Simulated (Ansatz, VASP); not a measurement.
## Two plane-wave programs on Rh

Contents of INCAR:

```
SYSTEM = Rh
PREC     = Accurate       ! precision mode
ENCUT    = 600            ! plane-wave cutoff, eV
EDIFF    = 1E-6           ! SCF threshold, eV
ISMEAR   = 0              ! smearing method
SIGMA    = 0.1            ! smearing width, eV
LREAL    = .False.        ! projectors in reciprocal space
LASPH    = .True.         ! aspherical terms in the spheres
NELM     = 100            ! most SCF steps
ALGO     = Fast           ! electronic algorithm
ISIF     = 3              ! what is computed and relaxed
LWAVE    = .False.        ! write WAVECAR
LCHARG   = .False.        ! write CHGCAR
GGA      = PE             ! functional
IBRION   = 2              ! ionic algorithm
NSW      = 90             ! ionic steps
EDIFFG   = -0.04          ! ionic threshold
```

Contents of KPOINTS:

```
Automatic mesh
0
Gamma
  6 6 14
  0 0 0
```

File POSCAR:

```
Rh
1.0
    1.8534006800     -2.1269691500      0.0000000000
    1.8534006800      2.1269691500      0.0000000000
    0.0000000000      0.0000000000      1.2430289600
Rh
1
Direct
    0.5000000000      0.5000000000      0.0000000000
```

Input for Ansatz:

```yaml
crystal:
  lattice:
    - [1.85340068, -2.12696915, 0.0]
    - [1.85340068, 2.12696915, 0.0]
    - [0.0, 0.0, 1.24302896]
  atoms:
    - { symbol: Rh, position: [0.5, 0.5, 0.0] }
basis:
  ecutwfc: 420
kpoints:
  mp_grid: { grid: [6, 6, 14] }
hamiltonian:
  xc: pbe
scf:
  occupations: { method: gaussian, width: 0.1 }
  lower_state_search: "off"
output:
  forces: true
  stress: true
  eigenvalues: true
relax:
  adjacent_minimum: "off"
  f_tol: 0.04
  max_steps: 70
  cell: { stress_tol: 0.4 }
```

Alike in both runs: task relaxation of cell and atoms; functional PBE; k mesh 6 × 6 × 14; occupations gaussian, width 0.1 eV; no spin polarisation.

|  | VASP | Ansatz |
| --- | --- | --- |
| version | VASP 6.6.1 | Ansatz 0.2.0 |
| potentials or method | VASP PAW PBE potentials, release 64 (Rh_pv), cutoff 600 eV | scalar-relativistic, plane waves, PAW |
| valence electrons in the cell | 15 | 17 |

Ansatz gave:

* gap on the k mesh at the Fermi level, each at its own relaxed structure (eV): none
* relaxed volume (Å³/atom): 15.37
* relaxed length of the cell vector where the two differ most in proportion (Å): 2.552

Problem. Estimate VASP's values.

Solution. gap on the k mesh at the Fermi level, each at its own relaxed structure (eV): none; relaxed volume (Å³/atom): 14.59; relaxed length of the cell vector where the two differ most in proportion (Å): 2.298.

A gap of «none» marks a metal or a gap that the smearing closes. One of these differences is far larger than is usual between the two programs; its cause wasn't traced. VASP's potentials hold 15 valence electrons a cell and Ansatz's 17, so a difference there can come from the potentials and not from the codes.

The k mesh is coarse, so the values compare programs but aren't converged. Noted on VASP's run: the volume moved by over 15 % at a fixed basis, so the end points are rough.
